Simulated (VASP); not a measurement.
YSi2, 3 atoms in the cell. The typed cell holds 3 atoms: a = 3.822 Å, b = 3.822 Å, c = 4.110 Å, α = 90.00°, β = 90.00°, γ = 120.00°. 

- Program: VASP 6.6.1
- Task: single point
- Functional: r2SCAN
- Potentials or basis: VASP PAW PBE potentials, release 64 (Si, Y_sv)
- Cutoff: 520 eV
- k mesh: 10 × 10 × 8
- Occupations: fermi-dirac, width 0.1 eV
- Spin: no spin polarisation
- Dipole correction: no
- Further INCAR settings: ALGO = Normal; EDIFF = 1e-07; NBANDS = 16

Potentials or basis: VASP PAW PBE potentials, release 64 (Si, Y_sv).

Launch:

```bash
$ cat potpaw_PBE.64/Si/POTCAR potpaw_PBE.64/Y_sv/POTCAR > POTCAR
$ cp INCAR.step1 INCAR
$ mpirun -np 1 vasp_std > vasp.out
$ cp INCAR.step2 INCAR
$ mpirun -np 1 vasp_std > vasp.out
```

Hardware: 1 thread of AMD EPYC 9R45 96-Core Processor (Zen 5), with other jobs on the host.

Task: How long does it take, and how much memory?

Result: It took 4.7 min on 1 thread of AMD EPYC 9R45 96-Core Processor (Zen 5), with other jobs on the host, peak memory 0.25 GiB. Counts: k points 155.
